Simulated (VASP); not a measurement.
Here is a VASP 6.6.1 calculation.

The input POSCAR:

```
Zr
1.0
    3.2953886421      0.0000000000      0.0000000000
   -1.6476943210      2.8538902793      0.0000000000
    0.0000000000      0.0000000000      5.2479471970
Zr
2
Direct
    0.6666666667      0.3333333333      0.7500000000
    0.3333333333      0.6666666667      0.2500000000
```

INCAR.step1

```
SYSTEM = Zr
ALGO = Normal ; EDIFF = 1E-5
ENCUT = 520 ; GGA = PE
ISIF = 2 ; ISMEAR = -1
LASPH = .True. ; LREAL = .False.
LWAVE = .True. ; NBANDS = 19
NELM = 60 ; PREC = Accurate
SIGMA = 0.05
```

File INCAR.step2:

```
SYSTEM = Zr
ALGO = Normal ; EDIFF = 1E-6
ENCUT = 520 ; GGA = PE
HFSCREEN = 0.2079 ; ISIF = 2
ISMEAR = -1 ; ISTART = 1
LASPH = .True. ; LCHARG = .True.
LELF = .True. ; LHFCALC = .True.
LREAL = .False. ; LVHAR = .True.
LWAVE = .False. ; NBANDS = 19
NELM = 60 ; PREC = Accurate
PRECFOCK = Normal ; SIGMA = 0.05
```

Contents of KPOINTS:

```
k-points
0
Gamma
  6 6 4
  0 0 0
```

Potentials or basis: VASP PAW PBE potentials, release 64 (Zr_sv).

The run is started by

```bash
$ cat potpaw_PBE.64/Zr_sv/POTCAR > POTCAR
$ cp INCAR.step1 INCAR
$ mpirun -np 1 vasp_std > vasp.out
$ cp INCAR.step2 INCAR
$ mpirun -np 1 vasp_std > vasp.out
```

Question: Predict the pressure.

Answer: -4.4 GPa.

Question: Estimate the band gap on the k mesh.

Answer: Zero (bands 12 and 13 overlap by 1.60 eV).

Stress tensor (GPa, compression positive):
```
-4.53  0.00  0.00
 0.00 -4.53  0.00
 0.00  0.00 -4.16
```

Caveat: the k points lie up to 0.37 Å⁻¹ apart, too coarse for converged energies and pressures of a metal; the PAW data sets were made with another functional, which shifts forces and pressure a little.
